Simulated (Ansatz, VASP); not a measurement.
**Pb in VASP and in Ansatz**

Contents of POSCAR:

```
Pb
1.0
    2.6813915012     -4.5444613361      0.0000000000
    2.6813915012      4.5444613361      0.0000000000
    0.0000000000      0.0000000000      5.3699164181
Pb
4
Direct
    0.1525000000      0.8475000000      0.0785000000
    0.6525000000      0.3475000000      0.4215000000
    0.8475000000      0.1525000000      0.9215000000
    0.3475000000      0.6525000000      0.5785000000
```

File INCAR.step1:

```
PREC = Accurate ; ENCUT = 520
ISMEAR = 0 ; SIGMA = 0.1
LREAL = F ; LASPH = T
NELM = 60 ; NBANDS = 36
GGA = PE ; ALGO = Normal
EDIFF = 1E-4 ; LWAVE = T
LCHARG = F
```

The input INCAR.step2:

```
PREC = Accurate ; ENCUT = 520
EDIFF = 1E-7 ; ISMEAR = 0
SIGMA = 0.1 ; LREAL = F
LASPH = T ; NELM = 60
ALGO = Normal ; ISIF = 2
LWAVE = F ; LCHARG = F
METAGGA = R2SCAN ; LMIXTAU = T
NBANDS = 36 ; ISTART = 1
```

File KPOINTS:

```
regular mesh
0
Gamma
  4 4 4
```

Input for Ansatz:

```yaml
crystal:
  lattice:
    - [2.6813915012, -4.5444613361, 0.0]
    - [2.6813915012, 4.5444613361, 0.0]
    - [0.0, 0.0, 5.3699164181]
  atoms:
    - { symbol: Pb, position: [0.1525, 0.8475, 0.0785] }
    - { symbol: Pb, position: [0.6525, 0.3475, 0.4215] }
    - { symbol: Pb, position: [0.8475, 0.1525, 0.9215] }
    - { symbol: Pb, position: [0.3475, 0.6525, 0.5785] }
basis:
  ecutwfc: 500
kpoints:
  mp_grid: { grid: [4, 4, 4] }
hamiltonian:
  xc: r2scan
scf:
  occupations: { method: gaussian, width: 0.1 }
  lower_state_search: "off"
output:
  forces: true
  stress: true
  eigenvalues: true
```

Alike in both runs: task single point; functional r2SCAN; k mesh 4 × 4 × 4; occupations gaussian, width 0.1 eV; no spin polarisation.

|  | VASP | Ansatz |
| --- | --- | --- |
| version | VASP 6.6.1 | Ansatz 0.2.0 |
| potentials or method | VASP PAW PBE potentials, release 64 (Pb_d), cutoff 520 eV | scalar-relativistic, plane waves, PAW |
| valence electrons in the cell | 56 | 56 |

Ansatz gave:

```
gap on the k mesh at the Fermi level (eV)                     : none
pressure (GPa)                                                : 4.8
traceless stress, the component that is largest in VASP (GPa) : 2.88
rms of the force components (eV/Å)                            : 0.473
```

Task: Estimate VASP's values.

Result: gap on the k mesh at the Fermi level (eV): none; pressure (GPa): 4.8; traceless stress, the component that is largest in VASP (GPa): 2.89; rms of the force components (eV/Å): 0.473.

VASP's potentials were made for PBE, not for r2SCAN. Atom by atom the forces differ by 0.000 eV/Å (rms over components). A gap of «none» marks a metal or a gap that the smearing closes.

Neither program's run includes spin-orbit coupling.
